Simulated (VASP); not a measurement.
Runs of VASP 6.6.1 on Sn2TeS. The structure is that of space group P4/mmm (No. 123), or close to it. The cells are those of the table. 

| level | cell | gap on the mesh (eV) | pressure (GPa) |
| --- | --- | --- | --- |
| PBE | a = 4.381, b = 4.381, c = 6.150 Å, 4 atoms | 0.15 | (c) |
| PBE | a = 4.339, b = 4.322, c = 6.150 Å, 4 atoms | 0.07 | (a) |
| r2SCAN | a = 4.339, b = 4.322, c = 6.150 Å, 4 atoms | 0.14 | -0.2 |
| r2SCAN | a = 4.381, b = 4.381, c = 6.150 Å, 4 atoms | (b) | -1.3 |

Alike in all rows: task single point; potentials or basis VASP PAW PBE potentials, release 64 (S, Sn_d, Te); no spin polarisation; k mesh 6 × 6 × 4; cutoff (eV) 520; smearing fermi-dirac 0.02 eV.

**Question.** Fill in the values left out.

**Answer.** (a) 0.7; (b) 0.23; (c) -0.4.

Caveats: spin-orbit coupling is left out, which moves the levels of the heavy elements; the PAW data sets were made with another functional, which shifts forces and pressure a little (at least some runs).

A k mesh can miss the band edges, and the runs leave out spin-orbit coupling on Sn, Te.
